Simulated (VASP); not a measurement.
# ScAl3 (Pm) in VASP: single point with PBE

Aim: the single point of ScAl3 with PBE.

Program: VASP 6.6.1. These are calculated values, not measurements. Logs are shortened: lines on timing, memory, paths and dates and some standing lists are left out, and cuts for length are marked.

## 1. The cell of the first run

Symmetry: Pm, No. 6, monoclinic system. Conventional cell: a = 4.105 Å, b = 4.105 Å, c = 4.105 Å, α = 90.00°, β = 90.00°, γ = 90.00°. Within 3.7 Å of Sc (site symmetry m) lie 12 Al at 2.81 to 3.01 Å. Al (site symmetry m) has 8 Al at 2.70 to 3.10 Å and 4 Sc at 2.81 to 3.01 Å within 3.6 Å. Al (site symmetry m) has 8 Al at 2.70 to 3.10 Å and 4 Sc at 2.90 Å within 3.6 Å. Within 3.7 Å of Al (site symmetry m) lie 8 Al at 2.81 to 3.01 Å and 4 Sc at 2.90 Å.

## 2. Single point, PBE (atom 2 (Al) moved -0.200 Å along Cartesian [1 -1 0])

INCAR

```
PREC = Accurate
ENCUT = 520
EDIFF = 1E-6
ISMEAR = 0
SIGMA = 0.15
LREAL = F
LASPH = T
NELM = 80
ALGO = Fast
ISIF = 2
LWAVE = F
LCHARG = F
GGA = PE
NBANDS = 18
```

KPOINTS

```
regular mesh
0
Gamma
  12 12 12
```

POSCAR

```
ScAl3
1.0
    4.1053305968      0.0000000000      0.0000000000
    0.0000000000      4.1053305968      0.0000000000
    0.0000000000      0.0000000000      4.1053305968
Sc Al
1 3
Direct
    0.0000000000      0.0000000000      0.0000000000
    0.4655517740      0.0344482260      0.5000000000
    0.0000000000      0.5000000000      0.5000000000
    0.5000000000      0.5000000000      0.0000000000
```

Potentials or basis: VASP PAW PBE potentials, release 64 (Sc_sv, Al).

Started as:

```
$ cat potpaw_PBE.64/Sc_sv/POTCAR potpaw_PBE.64/Al/POTCAR > POTCAR
$ mpirun -np 1 vasp_std > vasp.out
```

OUTCAR:

```text
PREC = Accurate
   ENCUT = 520
   EDIFF = 1E-6
   ISMEAR = 0
   LREAL = F
   LASPH = T
   NELM = 80
   ISIF = 2
   GGA = PE

 ion  position               nearest neighbor table
   1  0.000  0.000  0.000-   2 2.81   2 2.81   4 2.90   3 2.90   3 2.90   3 2.90   4 2.90   3 2.90
                             4 2.90   4 2.90   2 3.01   2 3.01
   2  0.466  0.034  0.500-   3 2.70   1 2.81   4 2.81   1 2.81   4 2.81   3 2.91   3 2.91   1 3.01
                             1 3.01   4 3.01   4 3.01   3 3.10
   3  0.000  0.500  0.500-   2 2.70   1 2.90   4 2.90   1 2.90   4 2.90   1 2.90   1 2.90   4 2.90
                             4 2.90   2 2.91   2 2.91   2 3.10
   4  0.500  0.500  0.000-   2 2.81   2 2.81   3 2.90   1 2.90   3 2.90   1 2.90   1 2.90   3 2.90
                             3 2.90   1 2.90   2 3.01   2 3.01

  LATTYP: Found a simple cubic cell.
 ALAT       =     4.1053305968

  Lattice vectors:

 A1 = (   4.1053305968,   0.0000000000,   0.0000000000)
 A2 = (   0.0000000000,   4.1053305968,   0.0000000000)
 A3 = (   0.0000000000,   0.0000000000,   4.1053305968)

Analysis of symmetry for initial positions (statically):
=====================================================================
 Subroutine PRICEL returns:
 Original cell was already a primitive cell.

 Routine SETGRP: Setting up the symmetry group for a
 simple cubic supercell.

 Subroutine GETGRP returns: Found  2 space group operations
 (whereof  2 operations were pure point group operations)
 out of a pool of 48 trial point group operations.

The static configuration has the point symmetry C_1h.

Analysis of symmetry for dynamics (positions and initial velocities):
=====================================================================
 Subroutine PRICEL returns:
 Original cell was already a primitive cell.

 Routine SETGRP: Setting up the symmetry group for a
 simple cubic supercell.

 Subroutine GETGRP returns: Found  2 space group operations
 (whereof  2 operations were pure point group operations)
 out of a pool of 48 trial point group operations.

The dynamic configuration has the point symmetry C_1h.

 Subroutine INISYM returns: Found  2 space group operations
 (whereof  2 operations are pure point group operations),
 and found     1 'primitive' translations

----------------------------------------------------------------------------------------

                                     Primitive cell

  volume of cell :      69.1902

  direct lattice vectors                    reciprocal lattice vectors
     4.105330597  0.000000000  0.000000000     0.243585742  0.000000000  0.000000000
     0.000000000  4.105330597  0.000000000     0.000000000  0.243585742  0.000000000
     0.000000000  0.000000000  4.105330597     0.000000000  0.000000000  0.243585742

  length of vectors
     4.105330597  4.105330597  4.105330597     0.243585742  0.243585742  0.243585742

  position of ions in fractional coordinates (direct lattice)
     0.000000000  0.000000000  0.000000000
     0.465551774  0.034448226  0.500000000
     0.000000000  0.500000000  0.500000000
     0.500000000  0.500000000  0.000000000

  ion indices of the primitive-cell ions
   primitive index   ion index
                 1           1
                 2           2
                 3           3
                 4           4

----------------------------------------------------------------------------------------

 KPOINTS: regular mesh

Automatic generation of k-mesh.
 Grid dimensions read from file:
 generate k-points for:   12   12   12

 Generating k-lattice:

  Cartesian coordinates                     Fractional coordinates (reciprocal lattice)
     0.020298812  0.000000000  0.000000000     0.083333333  0.000000000  0.000000000
     0.000000000  0.020298812  0.000000000     0.000000000  0.083333333  0.000000000
     0.000000000  0.000000000  0.020298812     0.000000000  0.000000000  0.083333333

  Length of vectors
     0.020298812  0.020298812  0.020298812

  Shift w.r.t. Gamma in fractional coordinates (k-lattice)
     0.000000000  0.000000000  0.000000000

 Subroutine IBZKPT returns following result:
 ===========================================

 Found    518 irreducible k-points:

 Following reciprocal coordinates:
            Coordinates               Weight
  0.000000  0.000000  0.000000      1.000000
  0.083333  0.000000  0.000000      2.000000
  0.000000  0.083333  0.000000      2.000000
  0.000000  0.000000  0.083333      2.000000
  0.166667  0.000000  0.000000      2.000000
  0.000000  0.166667  0.000000      2.000000
[... 16 lines left out ...]
 -0.083333  0.083333  0.000000      2.000000
  0.166667  0.083333  0.000000      2.000000
 [... further k-points ...]
   k-points           NKPTS =    518   k-points in BZ     NKDIM =    518   number of bands    NBANDS=     18
   number of dos      NEDOS =    301   number of ions     NIONS =      4
   total plane-waves  NPLWV =  32768
   dimension x,y,z NGX =    32 NGY =   32 NGZ =   32
   dimension x,y,z NGXF=    64 NGYF=   64 NGZF=   64
   ions per type =               1   3
   NGX,Y,Z   is equivalent  to a cutoff of  12.96, 12.96, 12.96 a.u.
   NGXF,Y,Z  is equivalent  to a cutoff of  25.92, 25.92, 25.92 a.u.
 SYSTEM =  unknown system
   PREC   = accura    normal or accurate (medium, high low for compatibility)
   ISTART =      0    job   : 0-new  1-cont  2-samecut
   ICHARG =      2    charge: 1-file 2-atom 10-const
   ISPIN  =      1    spin polarized calculation?
   LNONCOLLINEAR =      F non collinear calculations
   LSORBIT =      F    spin-orbit coupling
   LASPH  =      T    aspherical Exc in radial PAW
   ENCUT  =  520.0 eV  38.22 Ry    6.18 a.u.   7.63  7.63  7.63*2*pi/ulx,y,z
   NELM   =     80;   NELMIN=  2; NELMDL= -5     # of ELM steps
   EDIFF  = 0.1E-05   stopping-criterion for ELM
   LREAL  =      F    real-space projection
   EDIFFG = 0.1E-04   stopping-criterion for IOM
   NSW    =      0    number of steps for IOM
   IBRION =     -1    ionic relax: 0-MD 1-quasi-New 2-CG
   NFREE  =      0    steps in history (QN), initial steepest desc. (CG)
   ISIF   =      2    stress and relaxation
   ISYM   =      2    0-nonsym 1-usesym 2-fastsym
   POTIM  = 0.5000    time-step for ionic-motion
   TEBEG  =    0.0;   TEEND  =   0.0 temperature during run
   PSTRESS=    0.0 pullay stress
   NELECT =      20.0000    total number of electrons
   NUPDOWN=      -1.0000    fix difference up-down
   EMIN   =  10.00;   EMAX   =-10.00  energy-range for DOS
   EFERMI =   0.00;   METHOD = LEGACY
   ISMEAR =     0;   SIGMA  =   0.15  broadening in eV -4-tet -1-fermi 0-gaus
   EFERMI_NEDOS =   21; number of points for ismear=-14 and -15
   IALGO  =     68    algorithm
   IMIX   =      4    mixing-type and parameters
     AMIX     =   0.40;   BMIX     =  1.00
     AMIX_MAG =   1.60;   BMIX_MAG =  1.00
  volume/ion in A,a.u.               =      17.30       116.73
  Fermi-wavevector in a.u.,A,eV,Ry     =   1.082439  2.045513 15.941590  1.171674
  Thomas-Fermi vector in A             =   2.218480
   LORBIT       =      0    0 simple, 1 ext, 2 COOP (PROOUT), +10 PAW based schemes
   GGA     = PE    functional components
   LHFCALC =     F    Hartree Fock is set to
   AEXX    =    0.0000 exact exchange contribution
   IVDW    =     0    specifies the selected vdW correction
   LEPSILON=     F    determine dielectric tensor
   LRPA    =     F    only Hartree local field effects (RPA)
 non-spin polarized calculation
 RMM-DIIS sequential band-by-band and
 Gauss-broadening in eV      SIGMA  =   0.15
  energy-cutoff  :      520.00
  volume of cell :       69.19
 maximum number of plane-waves:      1888
   NGX = 15   NGY = 15   NGZ = 15

 number of electron      19.9999997 magnetization

 Free energy of the ion-electron system (eV)
  ---------------------------------------------------
  ext. energy  EPLUGINS =         0.00000000
  ---------------------------------------------------
  free energy    TOTEN  =       -19.19814987 eV

  energy without entropy =      -19.18289566  energy(sigma->0) =      -19.19052277

 E-fermi :   7.1696     XC(G=0): -10.3626

 val. band max:        7.1680038637   @ k =  -0.3333   0.0000   0.2500
 cond. band min:       7.1705897858   @ k =  -0.2500   0.3333   0.0000
 fundamental gap:      0.0025859221
 Fermi energy:         7.1696326715

 k-point     1 :       0.0000    0.0000    0.0000
  band No.  band energies     occupation
      1     -41.8678      2.00000
      2     -20.5696      2.00000
      3     -20.5669      2.00000
      4     -20.5651      2.00000
      5      -2.8218      2.00000
      6       4.4857      2.00000
[... 10 lines left out ...]
     17      12.4286      0.00000
     18      12.4909      0.00000

 k-point     2 :       0.0833    0.0000    0.0000
  band No.  band energies     occupation
      1     -41.8677      2.00000
      2     -20.5694      2.00000
      3     -20.5686      2.00000
      4     -20.5652      2.00000
      5      -2.7585      2.00000
      6       3.9257      2.00000
[... 10 lines left out ...]
     17      12.4088      0.00000
     18      12.4804      0.00000

 k-point     3 :       0.0000    0.0833    0.0000
  band No.  band energies     occupation
      1     -41.8677      2.00000
      2     -20.5694      2.00000
      3     -20.5680      2.00000
      4     -20.5659      2.00000
      5      -2.7587      2.00000
      6       3.9572      2.00000
[... 10 lines left out ...]
     17      12.4906      0.00000
     18      12.5472      0.00000

 k-point     4 :       0.0000    0.0000    0.0833
  band No.  band energies     occupation
      1     -41.8677      2.00000
      2     -20.5717      2.00000
      3     -20.5667      2.00000
      4     -20.5650      2.00000
      5      -2.7584      2.00000
      6       3.9173      2.00000
[... 375 lines left out ...]
      4     -20.5651      2.00000
      5      -2.6954      2.00000
      6       3.8205      2.00000
[... 10 lines left out ...]
     17      12.4476      0.00000
     18      12.8017      0.00000

 k-point    23 :      -0.0833    0.0833    0.0000
  band No.  band energies     occupation
      1     -41.8676      2.00000
      2     -20.5693      2.00000
      3     -20.5686      2.00000
      4     -20.5671      2.00000
      5      -2.6958      2.00000
      6       3.8553      2.00000
[... 10 lines left out ...]
     17      12.5424      0.00000
     18      12.6469      0.00000

 k-point    24 :       0.1667    0.0833    0.0000
  band No.  band energies     occupation
      1     -41.8674      2.00000
      2     -20.5739      2.00000
      3     -20.5688      2.00000
      4     -20.5669      2.00000
      5      -2.5080      2.00000
      6       3.0322      2.00000
[... 10 lines left out ...]
     17      12.5149      0.00000
     18      12.7220      0.00000

 [... further k-points ...]
[... 5 lines left out ...]
  --------------------------------------------------------------------------------------
  -------------------------------------------------------------------------------------
  Total        0.3446337      0.3295222      0.3359221     -0.2518852      0.0000000      0.0000000
  in kB        7.9803864      7.6304630      7.7786601     -5.8326880      0.0000000      0.0000000
  external PRESSURE =       7.7965032 kB  Pullay stress =       0.0000000 kB

 VOLUME and BASIS-vectors are now :
 -----------------------------------------------------------------------------
  energy-cutoff  :      520.00
  volume of cell :       69.19
      direct lattice vectors                 reciprocal lattice vectors
     4.105330597  0.000000000  0.000000000     0.243585742  0.000000000  0.000000000
     0.000000000  4.105330597  0.000000000     0.000000000  0.243585742  0.000000000
     0.000000000  0.000000000  4.105330597     0.000000000  0.000000000  0.243585742

 POSITION                                       TOTAL-FORCE (eV/Angst)
 -----------------------------------------------------------------------------------
      0.00000      0.00000      0.00000        -0.591881      0.123074      0.000000
      1.91124      0.14142      2.05267         0.901092     -0.665613      0.000000
      0.00000      2.05267      2.05267        -0.294324      0.291801      0.000000
      2.05267      2.05267      0.00000        -0.014887      0.250738      0.000000
 -----------------------------------------------------------------------------------
    total drift:                                0.000658      0.000291      0.000000

  FREE ENERGIE OF THE ION-ELECTRON SYSTEM (eV)
  ---------------------------------------------------
  free  energy   TOTEN  =       -19.1981498719 eV

  energy  without entropy=      -19.1828956625  energy(sigma->0) =      -19.19052277
```

Wall time 4 min (1 thread of Intel Xeon 6975P-C (Granite Rapids), shared host); peak memory 0.64 GiB.

Results:

```
Free energy            : -19.1981 eV
Pressure               : 0.8 GPa
Largest force          : 1.120 eV/Å
Band gap on the k mesh : zero (bands 10 and 11 overlap by 3.80 eV)
```

Forces on the atoms (eV/Å):
```
Sc  -0.592  0.123  0.000
Al   0.901 -0.666  0.000
Al  -0.294  0.292  0.000
Al  -0.015  0.251  0.000
```

Caveat: the cell differs from its parent crystal (atom 2 (Al) moved -0.200 Å along Cartesian [1 -1 0]); forces of over 1 eV/Å act on the atoms, so gaps and moduli don't describe the material at rest.
